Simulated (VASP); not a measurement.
# Pb (Fm-3m) in VASP: notebook, part 2 of 2

VASP 6.6.1.

## Step 3: Single point, PBE

INCAR reads:

```
SYSTEM = Pb
  ALGO = Normal
  EDIFF = 1E-7
  ENCUT = 520
  GGA = PE
  ISIF = 2
  ISMEAR = -1
  LASPH = .TRUE.
  LCHARG = .FALSE.
  LREAL = .FALSE.
  LWAVE = .FALSE.
  NBANDS = 13
  NELM = 100
  PREC = Accurate
  SIGMA = 0.06122561905347299
```

KPOINTS reads:

```
k-points
0
G
  19 19 19
  0 0 0
```

POSCAR reads:

```
Pb
1.0
    0.0000000000      2.5399898230      2.5399898230
    2.5399898230      0.0000000000      2.5399898230
    2.5399898230      2.5399898230      0.0000000000
Pb
1
Direct
    0.0000000000      0.0000000000      0.0000000000
```

Potentials or basis: VASP PAW PBE potentials, release 64 (Pb_d).

Launch:

```sh
cat potpaw_PBE.64/Pb_d/POTCAR > POTCAR
mpirun -np 1 vasp_std > vasp.out
```

OUTCAR:

```text
SYSTEM = Pb
   EDIFF = 1E-7
   ENCUT = 520
   GGA = PE
   ISIF = 2
   ISMEAR = -1
   LASPH = .TRUE.
   LREAL = .FALSE.
   NELM = 100
   PREC = Accurate

 ion  position               nearest neighbor table
   1  0.000  0.000  0.000-

  LATTYP: Found a face centered cubic cell.
 ALAT       =     5.0799796460

  Lattice vectors:

 A1 = (   0.0000000000,   2.5399898230,   2.5399898230)
 A2 = (   2.5399898230,   0.0000000000,   2.5399898230)
 A3 = (   2.5399898230,   2.5399898230,   0.0000000000)

Analysis of symmetry for initial positions (statically):
=====================================================================
 Subroutine PRICEL returns:
 Original cell was already a primitive cell.

 Routine SETGRP: Setting up the symmetry group for a
 face centered cubic supercell.

 Subroutine GETGRP returns: Found 48 space group operations
 (whereof 48 operations were pure point group operations)
 out of a pool of 48 trial point group operations.

The static configuration has the point symmetry O_h .

Analysis of symmetry for dynamics (positions and initial velocities):
=====================================================================
 Subroutine PRICEL returns:
 Original cell was already a primitive cell.

 Routine SETGRP: Setting up the symmetry group for a
 face centered cubic supercell.

 Subroutine GETGRP returns: Found 48 space group operations
 (whereof 48 operations were pure point group operations)
 out of a pool of 48 trial point group operations.

The dynamic configuration has the point symmetry O_h .

 Subroutine INISYM returns: Found 48 space group operations
 (whereof 48 operations are pure point group operations),
 and found     1 'primitive' translations

----------------------------------------------------------------------------------------

                                     Primitive cell

  volume of cell :      32.7737

  direct lattice vectors                    reciprocal lattice vectors
     0.000000000  2.539989823  2.539989823    -0.196851182  0.196851182  0.196851182
     2.539989823  0.000000000  2.539989823     0.196851182 -0.196851182  0.196851182
     2.539989823  2.539989823  0.000000000     0.196851182  0.196851182 -0.196851182

  length of vectors
     3.592088056  3.592088056  3.592088056     0.340956249  0.340956249  0.340956249

  position of ions in fractional coordinates (direct lattice)
     0.000000000  0.000000000  0.000000000

  ion indices of the primitive-cell ions
   primitive index   ion index
                 1           1

----------------------------------------------------------------------------------------

 KPOINTS: k-points

Automatic generation of k-mesh.
 Grid dimensions read from file:
 generate k-points for:   19   19   19

 Generating k-lattice:

  Cartesian coordinates                     Fractional coordinates (reciprocal lattice)
    -0.010360589  0.010360589  0.010360589     0.052631579  0.000000000  0.000000000
     0.010360589 -0.010360589  0.010360589     0.000000000  0.052631579  0.000000000
     0.010360589  0.010360589 -0.010360589     0.000000000  0.000000000  0.052631579

  Length of vectors
     0.017945066  0.017945066  0.017945066

  Shift w.r.t. Gamma in fractional coordinates (k-lattice)
     0.000000000  0.000000000  0.000000000

 Subroutine IBZKPT returns following result:
 ===========================================

 Found    220 irreducible k-points:

 Following reciprocal coordinates:
            Coordinates               Weight
  0.000000  0.000000  0.000000      1.000000
  0.052632  0.000000  0.000000      8.000000
  0.105263  0.000000  0.000000      8.000000
  0.157895  0.000000  0.000000      8.000000
  0.210526  0.000000  0.000000      8.000000
  0.263158  0.000000  0.000000      8.000000
[... 16 lines left out ...]
 -0.315789  0.052632  0.000000     24.000000
 -0.263158  0.052632  0.000000     24.000000
 [... further k-points ...]
   k-points           NKPTS =    220   k-points in BZ     NKDIM =    220   number of bands    NBANDS=     13
   number of dos      NEDOS =    301   number of ions     NIONS =      1
   total plane-waves  NPLWV =  21952
   dimension x,y,z NGX =    28 NGY =   28 NGZ =   28
   dimension x,y,z NGXF=    56 NGYF=   56 NGZF=   56
   ions per type =               1
   NGX,Y,Z   is equivalent  to a cutoff of  12.96, 12.96, 12.96 a.u.
   NGXF,Y,Z  is equivalent  to a cutoff of  25.92, 25.92, 25.92 a.u.
 SYSTEM =  Pb
   PREC   = accura    normal or accurate (medium, high low for compatibility)
   ISTART =      0    job   : 0-new  1-cont  2-samecut
   ICHARG =      2    charge: 1-file 2-atom 10-const
   ISPIN  =      1    spin polarized calculation?
   LNONCOLLINEAR =      F non collinear calculations
   LSORBIT =      F    spin-orbit coupling
   LASPH  =      T    aspherical Exc in radial PAW
   ENCUT  =  520.0 eV  38.22 Ry    6.18 a.u.   6.68  6.68  6.68*2*pi/ulx,y,z
   NELM   =    100;   NELMIN=  2; NELMDL= -5     # of ELM steps
   EDIFF  = 0.1E-06   stopping-criterion for ELM
   LREAL  =      F    real-space projection
   EDIFFG = 0.1E-05   stopping-criterion for IOM
   NSW    =      0    number of steps for IOM
   IBRION =     -1    ionic relax: 0-MD 1-quasi-New 2-CG
   NFREE  =      0    steps in history (QN), initial steepest desc. (CG)
   ISIF   =      2    stress and relaxation
   ISYM   =      2    0-nonsym 1-usesym 2-fastsym
   POTIM  = 0.5000    time-step for ionic-motion
   TEBEG  =    0.0;   TEEND  =   0.0 temperature during run
   PSTRESS=    0.0 pullay stress
   NELECT =      14.0000    total number of electrons
   NUPDOWN=      -1.0000    fix difference up-down
   EMIN   =  10.00;   EMAX   =-10.00  energy-range for DOS
   EFERMI =   0.00;   METHOD = LEGACY
   ISMEAR =    -1;   SIGMA  =   0.06  broadening in eV -4-tet -1-fermi 0-gaus
   EFERMI_NEDOS =   21; number of points for ismear=-14 and -15
   IALGO  =     38    algorithm
   IMIX   =      4    mixing-type and parameters
     AMIX     =   0.40;   BMIX     =  1.00
     AMIX_MAG =   1.60;   BMIX_MAG =  1.00
  volume/ion in A,a.u.               =      32.77       221.17
  Fermi-wavevector in a.u.,A,eV,Ry     =   1.232941  2.329920 20.682799  1.520143
  Thomas-Fermi vector in A             =   2.367691
   LORBIT       =      0    0 simple, 1 ext, 2 COOP (PROOUT), +10 PAW based schemes
   GGA     = PE    functional components
   LHFCALC =     F    Hartree Fock is set to
   AEXX    =    0.0000 exact exchange contribution
   IVDW    =     0    specifies the selected vdW correction
   LEPSILON=     F    determine dielectric tensor
   LRPA    =     F    only Hartree local field effects (RPA)
 non-spin polarized calculation
  energy-cutoff  :      520.00
  volume of cell :       32.77
 maximum number of plane-waves:       903
   NGX = 13   NGY = 13   NGZ = 13

 number of electron      14.0000002 magnetization

 Free energy of the ion-electron system (eV)
  ---------------------------------------------------
  ext. energy  EPLUGINS =         0.00000000
  ---------------------------------------------------
  free energy    TOTEN  =        -3.56590643 eV

  energy without entropy =       -3.55957460  energy(sigma->0) =       -3.56274052

 E-fermi :   6.4806     XC(G=0):  -9.8172

 val. band max:        6.4235621888   @ k =  -0.2105   0.1579   0.0526
 cond. band min:       6.4857078853   @ k =  -0.4211   0.3684   0.1053
 fundamental gap:      0.0621456965
 Fermi energy:         6.4805533047

 k-point     1 :       0.0000    0.0000    0.0000
  band No.  band energies     occupation
      1     -10.5824      2.00000
      2     -10.5824      2.00000
      3     -10.5824      2.00000
      4     -10.4727      2.00000
      5     -10.4727      2.00000
      6      -4.8091      2.00000
      7      13.2602      0.00000
      8      13.2602      0.00000
      9      13.2602      0.00000
     10      16.1460      0.00000
     11      16.8050      0.00000
     12      18.3733      0.00000
     13      18.3733      0.00000
[... 353 lines left out ...]
 k-point    24 :      -0.2632    0.0526    0.0000
  band No.  band energies     occupation
      1     -10.5858      2.00000
      2     -10.5543      2.00000
      3     -10.5523      2.00000
      4     -10.4446      2.00000
      5     -10.4193      2.00000
      6      -3.3993      2.00000
      7       6.2931      1.91057
      8      11.3040      0.00000
      9      12.5120      0.00000
     10      15.3916      0.00000
     11      16.7831      0.00000
     12      17.7792      0.00000
     13      19.1370      0.00000

 [... further k-points ...]

------------------------ aborting loop because EDIFF is reached ----------------------------------------

  FORCE on cell =-STRESS in cart. coord.  units (eV):
  Direction    XX          YY          ZZ          XY          YZ          ZX
  --------------------------------------------------------------------------------------
  -------------------------------------------------------------------------------------
  Total       -0.1895386     -0.1895386     -0.1895386      0.0000000      0.0000000     -0.0000000
  in kB       -9.2657850     -9.2657850     -9.2657850      0.0000000      0.0000000     -0.0000000
  external PRESSURE =      -9.2657850 kB  Pullay stress =       0.0000000 kB

 VOLUME and BASIS-vectors are now :
 -----------------------------------------------------------------------------
  energy-cutoff  :      520.00
  volume of cell :       32.77
      direct lattice vectors                 reciprocal lattice vectors
     0.000000000  2.539989823  2.539989823    -0.196851182  0.196851182  0.196851182
     2.539989823  0.000000000  2.539989823     0.196851182 -0.196851182  0.196851182
     2.539989823  2.539989823  0.000000000     0.196851182  0.196851182 -0.196851182

 POSITION                                       TOTAL-FORCE (eV/Angst)
 -----------------------------------------------------------------------------------
      0.00000      0.00000      0.00000        -0.000000      0.000000     -0.000000
 -----------------------------------------------------------------------------------
    total drift:                               -0.000000     -0.000000     -0.000000

  FREE ENERGIE OF THE ION-ELECTRON SYSTEM (eV)
  ---------------------------------------------------
  free  energy   TOTEN  =        -3.5659064310 eV

  energy  without entropy=       -3.5595745992  energy(sigma->0) =       -3.56274052
```

It took 74 s on 1 thread of Intel Xeon 6975P-C (Granite Rapids), shared host; peak memory 0.21 GiB.

What came out:

- Free energy: -3.5659 eV
- Pressure: -0.9 GPa
- Band gap on the k mesh: zero (bands 7 and 8 overlap by 8.32 eV)

Caveat: spin-orbit coupling is left out, which moves the levels of the heavy elements.

## Step 4: Single point, PBE

This run uses another cell than the first one, of 33.42 Å³/atom.

INCAR reads:

```
PREC = Accurate
ENCUT = 520
EDIFF = 1E-6
ISMEAR = -1
SIGMA = 0.06122561905347299
LREAL = F
LASPH = T
NELM = 80
ALGO = Normal
ISIF = 2
LWAVE = F
LCHARG = F
GGA = PE
NBANDS = 13
```

KPOINTS reads:

```
regular mesh
0
Gamma
  19 19 19
```

POSCAR reads:

```
Pb
1.0
    0.0000000000      2.5564837256      2.5564837256
    2.5564837256      0.0000000000      2.5564837256
    2.5564837256      2.5564837256      0.0000000000
Pb
1
Direct
    0.0000000000      0.0000000000      0.0000000000
```

Potentials or basis: VASP PAW PBE potentials, release 64 (Pb_d).

Launch:

```sh
cat potpaw_PBE.64/Pb_d/POTCAR > POTCAR
mpirun -np 1 vasp_std > vasp.out
```

OUTCAR:

```text
PREC = Accurate
   ENCUT = 520
   EDIFF = 1E-6
   ISMEAR = -1
   LREAL = F
   LASPH = T
   NELM = 80
   ISIF = 2
   GGA = PE

 ion  position               nearest neighbor table
   1  0.000  0.000  0.000-

  LATTYP: Found a face centered cubic cell.
 ALAT       =     5.1129674512

  Lattice vectors:

 A1 = (   0.0000000000,   2.5564837256,   2.5564837256)
 A2 = (   2.5564837256,   0.0000000000,   2.5564837256)
 A3 = (   2.5564837256,   2.5564837256,   0.0000000000)

Analysis of symmetry for initial positions (statically):
=====================================================================
 Subroutine PRICEL returns:
 Original cell was already a primitive cell.

 Routine SETGRP: Setting up the symmetry group for a
 face centered cubic supercell.

 Subroutine GETGRP returns: Found 48 space group operations
 (whereof 48 operations were pure point group operations)
 out of a pool of 48 trial point group operations.

The static configuration has the point symmetry O_h .

Analysis of symmetry for dynamics (positions and initial velocities):
=====================================================================
 Subroutine PRICEL returns:
 Original cell was already a primitive cell.

 Routine SETGRP: Setting up the symmetry group for a
 face centered cubic supercell.

 Subroutine GETGRP returns: Found 48 space group operations
 (whereof 48 operations were pure point group operations)
 out of a pool of 48 trial point group operations.

The dynamic configuration has the point symmetry O_h .

 Subroutine INISYM returns: Found 48 space group operations
 (whereof 48 operations are pure point group operations),
 and found     1 'primitive' translations

----------------------------------------------------------------------------------------

                                     Primitive cell

  volume of cell :      33.4164

  direct lattice vectors                    reciprocal lattice vectors
[... 112 lines left out ...]
   AEXX    =    0.0000 exact exchange contribution
   IVDW    =     0    specifies the selected vdW correction
   LEPSILON=     F    determine dielectric tensor
   LRPA    =     F    only Hartree local field effects (RPA)
 non-spin polarized calculation
  energy-cutoff  :      520.00
  volume of cell :       33.42
 maximum number of plane-waves:       918
   NGX = 13   NGY = 13   NGZ = 13

 number of electron      13.9999999 magnetization

 Free energy of the ion-electron system (eV)
  ---------------------------------------------------
  ext. energy  EPLUGINS =         0.00000000
  ---------------------------------------------------
  free energy    TOTEN  =        -3.56116797 eV

  energy without entropy =       -3.55489252  energy(sigma->0) =       -3.55803024

 E-fermi :   6.2780     XC(G=0):  -9.7273

 val. band max:        6.2652697182   @ k =   0.3684   0.2105   0.0526
 cond. band min:       6.2871782418   @ k =   0.3684   0.3158   0.0526
 fundamental gap:      0.0219085236
 Fermi energy:         6.2780019878

 k-point     1 :       0.0000    0.0000    0.0000
  band No.  band energies     occupation
      1     -10.7741      2.00000
      2     -10.7741      2.00000
      3     -10.7741      2.00000
      4     -10.6711      2.00000
      5     -10.6711      2.00000
      6      -4.8915      2.00000
      7      12.9150      0.00000
      8      12.9150      0.00000
      9      12.9150      0.00000
     10      15.9277      0.00000
     11      16.3666      0.00000
     12      18.0412      0.00000
     13      18.0412      0.00000
[... 354 lines left out ...]
  band No.  band energies     occupation
      1     -10.7764      2.00000
      2     -10.7476      2.00000
      3     -10.7457      2.00000
      4     -10.6443      2.00000
      5     -10.6205      2.00000
      6      -3.5158      2.00000
      7       6.0807      1.92331
      8      11.0104      0.00000
      9      12.1818      0.00000
     10      15.0960      0.00000
     11      16.4974      0.00000
     12      17.4739      0.00000
     13      18.8128      0.00000

 [... further k-points ...]

------------------------ aborting loop because EDIFF is reached ----------------------------------------

  FORCE on cell =-STRESS in cart. coord.  units (eV):
  Direction    XX          YY          ZZ          XY          YZ          ZX
  --------------------------------------------------------------------------------------
  -------------------------------------------------------------------------------------
  Total       -0.3280788     -0.3280788     -0.3280788      0.0000000     -0.0000000      0.0000000
  in kB      -15.7300319    -15.7300319    -15.7300319      0.0000000     -0.0000000      0.0000000
  external PRESSURE =     -15.7300319 kB  Pullay stress =       0.0000000 kB

 VOLUME and BASIS-vectors are now :
 -----------------------------------------------------------------------------
  energy-cutoff  :      520.00
  volume of cell :       33.42
      direct lattice vectors                 reciprocal lattice vectors
     0.000000000  2.556483726  2.556483726    -0.195581139  0.195581139  0.195581139
     2.556483726  0.000000000  2.556483726     0.195581139 -0.195581139  0.195581139
     2.556483726  2.556483726  0.000000000     0.195581139  0.195581139 -0.195581139

 POSITION                                       TOTAL-FORCE (eV/Angst)
 -----------------------------------------------------------------------------------
      0.00000      0.00000      0.00000         0.000000      0.000000     -0.000000
 -----------------------------------------------------------------------------------
    total drift:                               -0.000000     -0.000000     -0.000000

  FREE ENERGIE OF THE ION-ELECTRON SYSTEM (eV)
  ---------------------------------------------------
  free  energy   TOTEN  =        -3.5611679675 eV

  energy  without entropy=       -3.5548925182  energy(sigma->0) =       -3.55803024
```

stdout:

```text
POSCAR found type information on POSCAR Pb
 POSCAR found :  1 types and       1 ions
 scaLAPACK will be used
 LDA part: xc-table for (Slater+PW92), standard interpolation
 POSCAR, INCAR and KPOINTS ok, starting setup
 FFT: planning ... GRIDC
 FFT: planning ... GRID_SOFT
 FFT: planning ... GRID
 WAVECAR not read
 entering main loop
```

Run time: 71 s. Hardware: 1 thread of Intel Xeon 6975P-C (Granite Rapids), shared host; peak memory 0.22 GiB.

What came out:

* Free energy: -3.5612 eV
* Pressure: -1.6 GPa
* Band gap on the k mesh: zero (bands 7 and 8 overlap by 8.14 eV)

Caveat: spin-orbit coupling is left out, which moves the levels of the heavy elements.

The gap in the log of VASP goes by the Fermi energy; the results here count the filled bands.